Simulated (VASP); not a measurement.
Crystal: BaTiO3.

```xyz
5
Lattice="2.8277 1.6326 2.3177 -2.8277 1.6326 2.3177 0.0000 -3.2651 2.3177" Properties=species:S:1:pos:R:3 pbc="T T T"
Ba   -2.7004    1.6624    2.3728
Ti   -0.0605   -0.0667    3.6407
O    -0.0308   -1.5655    4.5301
O    -1.4487    0.8432    4.4791
O     1.4127    0.7592    4.5299
```

Base run:

```yaml
Program: VASP 6.6.1
Functional: PBE
Potentials_or_basis: VASP PAW PBE potentials, release 64 (Ba_sv, Ti_sv, O)
Cutoff: 520 eV
k_mesh: 7 × 7 × 7
Occupations: fermi-dirac, width 0.05 eV
Spin: no spin polarisation
```

Its results: band gap on the k mesh 2.75 eV, indirect (least direct gap 3.30 eV); pressure 11.4 GPa; largest force 2.320 eV/Å.

The run is repeated on the same cell with these changes: k mesh from 7 × 7 × 7 to 3 × 3 × 3. What comes out?

Band gap on the k mesh 2.99 eV, indirect (least direct gap 3.31 eV); pressure 11.4 GPa; largest force 2.198 eV/Å.

Caveats: some runs use coarse meshes; spin-orbit coupling is left out, which moves the levels of the heavy elements; forces of over 1 eV/Å act on the atoms, so gaps and moduli don't describe the material at rest.

A k mesh can miss the band edges.
